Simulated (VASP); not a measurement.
Input of a VASP 6.6.1 run:

The input INCAR:

```
SYSTEM = NiO
  PREC = Accurate
  ENCUT = 520
  EDIFF = 1E-6
  ISMEAR = -1
  SIGMA = 0.03
  LREAL = .False.
  LASPH = .True.
  NELM = 150
  ALGO = Normal
  ISIF = 2
  LWAVE = .False.
  LCHARG = .False.
  ISPIN = 2
  MAGMOM = 1.5 0
  LORBIT = 11
  LMAXMIX = 4
  GGA = PE
  NBANDS = 19
```

The input KPOINTS:

```
Automatic mesh
0
Gamma
  14 14 14
  0 0 0
```

The input POSCAR:

```
NiO
1.0
    0.0000000000      2.2592285874      2.2592285874
    2.2592285874      0.0000000000      2.2592285874
    2.2592285874      2.2592285874      0.0000000000
Ni O
1 1
Direct
    0.0000000000      0.0000000000      0.0000000000
    0.2500000000      0.2500000000      0.2500000000
```

Potentials or basis: VASP PAW PBE potentials, release 64 (Ni, O).

Run with:

```sh
$ cat potpaw_PBE.64/Ni/POTCAR potpaw_PBE.64/O/POTCAR > POTCAR
$ mpirun -np 1 vasp_std > vasp.out
```

**Question.** What does it give for the pressure?

**Answer.** -3.0 GPa.

**Question.** What does it give for the site moments?

**Answer.** Ni +1.52; O +0.37 μB.

Caveat: a cell with one magnetic atom can't hold antiferromagnetic order, which such compounds often take.
